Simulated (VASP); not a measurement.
# CaB15N15 (a cell with a defect) (Ca_B-V_N) in VASP: electric field gradients with HSE06

Aim: the electric field gradients of CaB15N15 (a cell with a defect) (Ca_B-V_N) with HSE06.

Program: VASP 6.6.1. These are calculated values, not measurements. Logs are shortened: lines on timing, memory, paths and dates and some standing lists are left out, and cuts for length are marked.

### Step 1. The cell of the first run

The cell holds a defect, 31 atoms: a = 6.277 Å, b = 6.277 Å, c = 6.277 Å, α = 109.47°, β = 109.47°, γ = 109.47°.

### Step 2. Electric field gradients, HSE06, collinear spin

The input, POSCAR:

```
CaB15N15
1.0
   -3.6241103844      3.6241103844     -3.6241103844
    3.6241103844      3.6241103844      3.6241103844
    3.6241103844     -3.6241103844     -3.6241103844
B Ca N
15 1 15
Direct
   -0.0047949088     -0.0057292447     -0.0509165550
    0.0127512774      0.2584329084      0.7603068284
    0.0127318141      0.5087056616      0.5100215711
   -0.0048157261      0.6974825305      0.2458371976
    0.2593733607      0.0117912307      0.7603135255
    0.2593767931      0.5087360185      0.2634035039
    0.2472238688      0.7496348881      0.0012343865
    0.5096279064      0.0117921322      0.5100105178
    0.5096409449      0.2584343438      0.2633945676
    0.5006847927      0.4997486600      0.0066914814
    0.5006840159      0.7550768655      0.7513445840
    0.6985004764     -0.0057162734      0.2458778982
    0.7505727050      0.2462583441      0.0012182961
    0.7560492962      0.4997584217      0.7513569550
    0.7505668707      0.7496404528      0.4978835136
    0.1511923837      0.1502401747      0.4018429946
    0.0008207898      0.2491756905      0.0088604047
    0.0100980846      0.5062526144      0.7578443002
    0.0008049750      0.7572585219      0.5007625905
    0.2501179769     -0.0001256696      0.0088699794
    0.2574695950      0.2565054908      0.7893959221
    0.2574533168      0.5377879830      0.5081084872
    0.2501191565      0.7572786350      0.2514714208
    0.5071584463      0.0091191709      0.7578254908
    0.5387334705      0.2565096603      0.5081231698
    0.5071729042      0.5062470519      0.2607442289
    0.4994403326      0.7502498251      0.0018582412
    0.7582475073     -0.0000969353      0.5008048248
    0.7582185248      0.2491781333      0.2514869315
    0.7511599334      0.4984578675      0.0018136252
    0.7511769793      0.7502330958      0.7500763689
```

The input, INCAR.step1:

```
PREC     = Accurate       # precision mode
ENCUT    = 520            # plane-wave cutoff, eV
ISMEAR   = -1             # smearing method
SIGMA    = 0.01           # smearing width, eV
LREAL    = Auto         
LASPH    = T              # aspherical terms in the spheres
NELM     = 150            # most SCF steps
ALGO     = Normal         # electronic algorithm
ISIF     = 2              # what is computed and relaxed
LWAVE    = T              # write WAVECAR
LCHARG   = F              # write CHGCAR
ISPIN    = 2              # spin polarisation
MAGMOM   = 0.06 0 0 0.06 0 0 0.01 0 0 0 0 0.06 0.01 0 0.01 0.06 0 0 0 0 0 0 0 0 0 0 0.01 0 0 0.01 0.01 # initial moments
LORBIT   = 11             # projections on sites
NUPDOWN  = 1.0            # fixed moment
GGA      = PE             # functional
EDIFF    = 1E-5           # SCF threshold, eV
NELECT   = 129.0        
NBANDS   = 90             # bands
```

The input, INCAR.step2:

```
PREC     = Accurate       # precision mode
ENCUT    = 520            # plane-wave cutoff, eV
EDIFF    = 1E-8           # SCF threshold, eV
ISMEAR   = -1             # smearing method
SIGMA    = 0.01           # smearing width, eV
LREAL    = Auto         
LASPH    = T              # aspherical terms in the spheres
NELM     = 150            # most SCF steps
ALGO     = Normal         # electronic algorithm
ISIF     = 2              # what is computed and relaxed
LWAVE    = F              # write WAVECAR
LCHARG   = F              # write CHGCAR
ISPIN    = 2              # spin polarisation
MAGMOM   = 0.06 0 0 0.06 0 0 0.01 0 0 0 0 0.06 0.01 0 0.01 0.06 0 0 0 0 0 0 0 0 0 0 0.01 0 0 0.01 0.01 # initial moments
LORBIT   = 11             # projections on sites
NUPDOWN  = 1.0            # fixed moment
GGA      = PE             # functional
LHFCALC  = T              # exact exchange
HFSCREEN = 0.2079         # screening, 1/A
PRECFOCK = Fast         
LEFG     = T            
ISTART   = 1            
NELECT   = 129.0        
NBANDS   = 90             # bands
```

The input, KPOINTS:

```
Automatic mesh
0
Gamma
  1 1 1
  0.25 0.25 0.25
```

Potentials or basis: VASP PAW PBE potentials, release 64 (B, Ca_sv, N).

Command:

```sh
$ cat potpaw_PBE.64/B/POTCAR potpaw_PBE.64/Ca_sv/POTCAR potpaw_PBE.64/N/POTCAR > POTCAR
$ cp INCAR.step1 INCAR
$ mpirun -np 1 vasp_std > vasp.out
$ cp INCAR.step2 INCAR
$ mpirun -np 1 vasp_std > vasp.out
```

OUTCAR:

```text
PREC = Accurate
   ENCUT = 520
   EDIFF = 1E-8
   ISMEAR = -1
   LREAL = Auto
   LASPH = T
   NELM = 150
   ISIF = 2
   ISPIN = 2
   LORBIT = 11
   NUPDOWN = 1.0
   GGA = PE
   LHFCALC = T
   HFSCREEN = 0.2079
   PRECFOCK = Fast
   ISTART = 1
   NELECT = 129.0

 ion  position               nearest neighbor table
   1  0.995  0.994  0.949-  31 1.46  17 1.50  20 1.50  16 2.38
   2  0.013  0.258  0.760-  21 1.49  18 1.57  17 1.61  28 1.62  16 2.64
   3  0.013  0.509  0.510-  22 1.49  18 1.57  19 1.61  29 1.62  16 2.64
   4  0.995  0.697  0.246-  30 1.46  19 1.50  23 1.50  16 2.38
   5  0.259  0.012  0.760-  21 1.49  24 1.57  20 1.61  19 1.62  16 2.64
   6  0.259  0.509  0.263-  22 1.49  26 1.57  23 1.61  17 1.62  16 2.64
   7  0.247  0.750  0.001-  18 1.52  23 1.55  20 1.55  27 1.58
   8  0.510  0.012  0.510-  25 1.49  24 1.57  28 1.61  23 1.62  16 2.64
   9  0.510  0.258  0.263-  25 1.49  26 1.57  29 1.61  20 1.62  16 2.64
  10  0.501  0.500  0.007-  21 1.48  26 1.57  27 1.59  30 1.59
  11  0.501  0.755  0.751-  22 1.48  24 1.57  31 1.59  27 1.59
  12  0.699  0.994  0.246-  27 1.46  29 1.50  28 1.50  16 2.38
  13  0.751  0.246  0.001-  24 1.52  17 1.55  29 1.55  30 1.58
  14  0.756  0.500  0.751-  25 1.48  18 1.57  30 1.59  31 1.59
  15  0.751  0.750  0.498-  26 1.52  28 1.55  19 1.55  31 1.58
  16  0.151  0.150  0.402-  25 2.09  22 2.09  21 2.09  12 2.38   4 2.38   1 2.38   8 2.64   9 2.64
                             2 2.64   5 2.64   3 2.64   6 2.64
  17  0.001  0.249  0.009-   1 1.50  13 1.55   2 1.61   6 1.62
  18  0.010  0.506  0.758-   7 1.52   3 1.57   2 1.57  14 1.57
  19  0.001  0.757  0.501-   4 1.50  15 1.55   3 1.61   5 1.62
  20  0.250  1.000  0.009-   1 1.50   7 1.55   5 1.61   9 1.62
  21  0.257  0.257  0.789-  10 1.48   5 1.49   2 1.49  16 2.09
  22  0.257  0.538  0.508-  11 1.48   6 1.49   3 1.49  16 2.09
  23  0.250  0.757  0.251-   4 1.50   7 1.55   6 1.61   8 1.62
  24  0.507  0.009  0.758-  13 1.52   5 1.57   8 1.57  11 1.57
  25  0.539  0.257  0.508-  14 1.48   8 1.49   9 1.49  16 2.09
  26  0.507  0.506  0.261-  15 1.52   6 1.57   9 1.57  10 1.57
  27  0.499  0.750  0.002-  12 1.46   7 1.58  10 1.59  11 1.59
  28  0.758  1.000  0.501-  12 1.50  15 1.55   8 1.61   2 1.62
  29  0.758  0.249  0.251-  12 1.50  13 1.55   9 1.61   3 1.62
  30  0.751  0.498  0.002-   4 1.46  13 1.58  14 1.59  10 1.59
  31  0.751  0.750  0.750-   1 1.46  15 1.58  14 1.59  11 1.59

  LATTYP: Found a body centered cubic cell.
 ALAT       =     7.2482207688

  Lattice vectors:

 A1 = (  -3.6241103844,   3.6241103844,  -3.6241103844)
 A2 = (   3.6241103844,   3.6241103844,   3.6241103844)
 A3 = (   3.6241103844,  -3.6241103844,  -3.6241103844)

Analysis of symmetry for initial positions (statically):
=====================================================================
 Subroutine PRICEL returns:
 Original cell was already a primitive cell.

 Routine SETGRP: Setting up the symmetry group for a
 body centered cubic supercell.

 Subroutine GETGRP returns: Found  1 space group operations
 (whereof  1 operations were pure point group operations)
 out of a pool of 48 trial point group operations.

The static configuration has the point symmetry C_1 .

Analysis of symmetry for dynamics (positions and initial velocities):
=====================================================================
 Subroutine PRICEL returns:
 Original cell was already a primitive cell.

 Routine SETGRP: Setting up the symmetry group for a
 body centered cubic supercell.

 Subroutine GETGRP returns: Found  1 space group operations
 (whereof  1 operations were pure point group operations)
 out of a pool of 48 trial point group operations.

The dynamic configuration has the point symmetry C_1 .

Analysis of structural, dynamic, and magnetic symmetry:
=====================================================================
[... 210 lines left out ...]
  band No.  band energies     occupation
      1     -33.7710      1.00000
      2     -14.8450      1.00000
      3     -14.8448      1.00000
      4     -14.5089      1.00000
      5     -13.6123      1.00000
      6     -13.5258      1.00000
[... 68 lines left out ...]
     75      15.8392      0.00000
     76      15.8395      0.00000
 Fermi energy:         6.7510436658

 spin component 2

 k-point     1 :       0.2500    0.2500    0.2500
  band No.  band energies     occupation
      1     -33.6542      1.00000
      2     -14.7977      1.00000
      3     -14.7975      1.00000
      4     -14.3773      1.00000
      5     -13.5180      1.00000
      6     -13.4773      1.00000
[... 68 lines left out ...]
     75      15.9296      0.00000
     76      15.9299      0.00000
 [bands above 76 left out]

------------------------ aborting loop because EDIFF is reached ----------------------------------------

  FORCE on cell =-STRESS in cart. coord.  units (eV):
  Direction    XX          YY          ZZ          XY          YZ          ZX
  --------------------------------------------------------------------------------------
  -------------------------------------------------------------------------------------
  Total        4.3602117      4.3642833      4.3644792      0.9017833     -0.8983700     -0.8964729
  in kB       36.6905241     36.7247856     36.7264341      7.5883709     -7.5596484     -7.5436841
  external PRESSURE =      36.7139146 kB  Pullay stress =       0.0000000 kB

 VOLUME and BASIS-vectors are now :
 -----------------------------------------------------------------------------
  energy-cutoff  :      520.00
  volume of cell :      190.40
      direct lattice vectors                 reciprocal lattice vectors
    -3.624110384  3.624110384 -3.624110384     0.000000000  0.137964893 -0.137964893
     3.624110384  3.624110384  3.624110384     0.137964893  0.137964893  0.000000000
     3.624110384 -3.624110384 -3.624110384     0.137964893  0.000000000 -0.137964893

 POSITION                                       TOTAL-FORCE (eV/Angst)
 -----------------------------------------------------------------------------------
      3.43620      3.77050     -3.44297        -0.138191      0.029136      0.136659
      3.64581     -1.77263     -1.86506         0.059203     -0.016880     -0.034459
      3.64584      0.04137     -0.05091         0.059422      0.034721      0.015308
     -0.18796      5.24347     -1.96985        -0.136382     -0.138919     -0.031443
      1.85820     -1.77273     -3.65273         0.033017     -0.016420     -0.057300
      1.85831      1.82912     -0.05090         0.031622      0.056520      0.016301
[... 23 lines left out ...]
     -0.90925      4.52218     -0.92239        -0.008521     -0.008477     -0.110727
      2.71494      2.72292     -2.72178        -0.009258      0.108530      0.009142
 -----------------------------------------------------------------------------------
    total drift:                                0.002006      0.002791      0.002557

  FREE ENERGIE OF THE ION-ELECTRON SYSTEM (eV)
  ---------------------------------------------------
  free  energy   TOTEN  =      -307.2476187901 eV

  energy  without entropy=     -307.2476187901  energy(sigma->0) =     -307.24761879

 Electric field gradients (V/A^2)
---------------------------------------------------------------------
 ion       V_xx      V_yy      V_zz      V_xy      V_xz      V_yz
---------------------------------------------------------------------
   1       0.036    -0.073     0.037   -17.251   -11.953    17.245
   2       0.914     2.721    -3.635     2.088    -8.833     4.043
   3       0.914    -3.633     2.719     8.832    -2.092     4.037
   4       0.037     0.037    -0.074    11.939    17.248    17.244
   5      -3.636     2.721     0.916    -4.033    -8.842    -2.095
   6      -3.635     0.915     2.720     8.841     4.030    -2.101
[... 23 lines left out ...]
  30      -3.930    -3.926     7.856     4.467     3.713     3.710
  31      -3.935     7.865    -3.930    -3.703    -4.467     3.705
---------------------------------------------------------------------

 Electric field gradients after diagonalization (V/A^2)
 (convention: |V_zz| > |V_xx| > |V_yy|)
----------------------------------------------------------------------
 ion       V_xx      V_yy      V_zz     asymmetry (V_yy - V_xx)/ V_zz
----------------------------------------------------------------------
   1     -19.169   -11.916    31.085       0.233
   2       7.926     3.931   -11.858       0.337
   3       7.924     3.931   -11.856       0.337
   4     -19.172   -11.902    31.074       0.234
   5       7.931     3.933   -11.864       0.337
   6       7.927     3.936   -11.863       0.336
[... 23 lines left out ...]
  30      -8.394    -2.201    10.595       0.585
  31      -8.400    -2.194    10.593       0.586
----------------------------------------------------------------------

           NMR quadrupolar parameters

 Cq : quadrupolar parameter    Cq=e*Q*V_zz/h
 eta: asymmetry parameters     (V_yy - V_xx)/ V_zz
 Q  : nuclear electric quadrupole moment in mb (millibarn)
----------------------------------------------------------------------
 ion       Cq(MHz)       eta       Q (mb)
----------------------------------------------------------------------
   1       0.075       0.233       1.000
   2      -0.029       0.337       1.000
   3      -0.029       0.337       1.000
   4       0.075       0.234       1.000
   5      -0.029       0.337       1.000
   6      -0.029       0.336       1.000
[... 23 lines left out ...]
  30       0.026       0.585       1.000
  31       0.026       0.586       1.000
----------------------------------------------------------------------

 total charge

# of ion       s       p       d       tot
------------------------------------------
    1        0.731   1.365   0.000   2.097
    2        0.674   1.334   0.000   2.008
    3        0.674   1.334   0.000   2.008
    4        0.731   1.365   0.000   2.096
    5        0.674   1.334   0.000   2.008
    6        0.674   1.334   0.000   2.008
[... 23 lines left out ...]
   30        1.218   2.777   0.000   3.995
   31        1.218   2.777   0.000   3.995
--------------------------------------------------
tot         30.711  68.015   0.580  99.306

 magnetization (x)

# of ion       s       p       d       tot
------------------------------------------
    1        0.009   0.103   0.000   0.113
    2        0.003   0.004   0.000   0.007
    3        0.003   0.004   0.000   0.007
    4        0.009   0.104   0.000   0.113
    5        0.003   0.004   0.000   0.007
    6        0.003   0.004   0.000   0.007
[... 23 lines left out ...]
   30        0.001   0.010   0.000   0.011
   31        0.001   0.010   0.000   0.011
--------------------------------------------------
tot          0.077   0.413   0.044   0.534
```

Wall time 6.7 min (1 thread of Intel Xeon Platinum 8559C (Emerald Rapids), shared host); peak memory 0.56 GiB.

What came out:

```yaml
Free_energy: -307.2476 eV
Largest_force: 0.202 eV/Å
Net_moment: 1.00 μB per cell
Site_moments: B +0.11, +0.01; Ca +0.09; N -0.00, +0.00, +0.01 μB
Valence_electrons_inside_the_program's_atomic_spheres: B 2.10, 2.01, 2.07, 2.03; Ca 8.61; N 3.97, 4.00, 4.08, 3.98
```

Forces on the atoms (eV/Å):
```
B   -0.138  0.029  0.137
B    0.059 -0.017 -0.034
B    0.059  0.035  0.015
B   -0.136 -0.139 -0.031
B    0.033 -0.016 -0.057
B    0.032  0.057  0.016
B   -0.021 -0.019  0.020
B   -0.016  0.035 -0.063
B   -0.017  0.059 -0.036
B   -0.003 -0.066  0.001
B   -0.001 -0.001  0.067
B    0.031 -0.143  0.140
B   -0.018 -0.021  0.023
B   -0.069 -0.004  0.004
B   -0.023 -0.019  0.020
Ca   0.076  0.077 -0.077
N   -0.020 -0.007  0.004
N    0.017  0.003 -0.005
N   -0.021 -0.003  0.006
N   -0.003 -0.007  0.022
N    0.087 -0.070 -0.082
N    0.085  0.084  0.071
N   -0.004 -0.023  0.007
N    0.005  0.008 -0.021
N   -0.071  0.089 -0.082
N    0.005  0.019 -0.006
N    0.106 -0.011  0.012
N   -0.008 -0.007  0.026
N   -0.007 -0.020  0.007
N   -0.009 -0.008 -0.111
N   -0.009  0.109  0.009
```

Electric field gradients, principal values (V/Å²):
| atom | least | middle | greatest (by size) |
| --- | --- | --- | --- |
| 1 B | -11.916 | -19.169 | 31.085 |
| 2 B | 3.931 | 7.926 | -11.858 |
| 3 B | 3.931 | 7.924 | -11.856 |
| 4 B | -11.902 | -19.172 | 31.074 |
| 5 B | 3.933 | 7.931 | -11.864 |
| 6 B | 3.936 | 7.927 | -11.863 |
| 7 B | 1.650 | 4.352 | -6.001 |
| 8 B | 3.937 | 7.933 | -11.870 |
| 9 B | 3.930 | 7.930 | -11.859 |
| 10 B | 2.483 | 6.416 | -8.899 |
| 11 B | 2.482 | 6.418 | -8.900 |
| 12 B | -11.904 | -19.157 | 31.060 |
| 13 B | 1.647 | 4.354 | -6.001 |
| 14 B | 2.479 | 6.411 | -8.889 |
| 15 B | 1.649 | 4.349 | -5.998 |
| 16 Ca | 34.840 | 34.853 | -69.692 |
| 17 N | 4.231 | 10.589 | -14.820 |
| 18 N | 1.343 | 12.406 | -13.749 |
| 19 N | 4.235 | 10.594 | -14.829 |
| 20 N | 4.237 | 10.594 | -14.830 |
| 21 N | 27.865 | 35.658 | -63.523 |
| 22 N | 27.869 | 35.654 | -63.523 |
| 23 N | 4.239 | 10.595 | -14.834 |
| 24 N | 1.347 | 12.409 | -13.756 |
| 25 N | 27.869 | 35.655 | -63.524 |
| 26 N | 1.335 | 12.417 | -13.752 |
| 27 N | -2.183 | -8.397 | 10.581 |
| 28 N | 4.222 | 10.606 | -14.828 |
| 29 N | 4.211 | 10.605 | -14.815 |
| 30 N | -2.201 | -8.394 | 10.595 |
| 31 N | -2.194 | -8.400 | 10.593 |

Caveat: the k points lie up to 1.23 Å⁻¹ apart; the cell carries a net charge on a neutralising background, which shifts energy and pressure; the cell is charged against a uniform background, so pressure and absolute levels hang on convention; without QUAD_EFG the Cq values of the log hold for a quadrupole moment of 1 mb, not for the nuclei; the PAW data sets were made with another functional, which shifts forces and pressure a little; the total moment is fixed, so each spin has its own Fermi level.
